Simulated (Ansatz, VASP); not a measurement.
## Nb: VASP beside Ansatz

```
Nb
1.0
     0.00000    2.10793    2.10793
     2.10793    0.00000    2.10793
     2.10793    2.10793    0.00000
Nb
1
Direct
  0.00000 0.00000 0.00000
```

Change from the starting cell: volume scaled by 0.99.

Alike in both runs: task single point; functional PBE; k mesh 13 × 13 × 13; occupations fermi-dirac, width 0.08 eV; no spin polarisation.

```csv
,VASP,Ansatz
version,VASP 6.6.1,Ansatz 0.2.0
potentials or method,"VASP PAW PBE potentials, release 64 (Nb_sv), cutoff 520 eV","all-electron LAPW, scalar-relativistic"
```

```csv
,VASP,Ansatz,Ansatz less VASP
pressure (GPa),0.2,0.5,+0.31
```

Ansatz ran all-electron here, and VASP with PAW potentials.
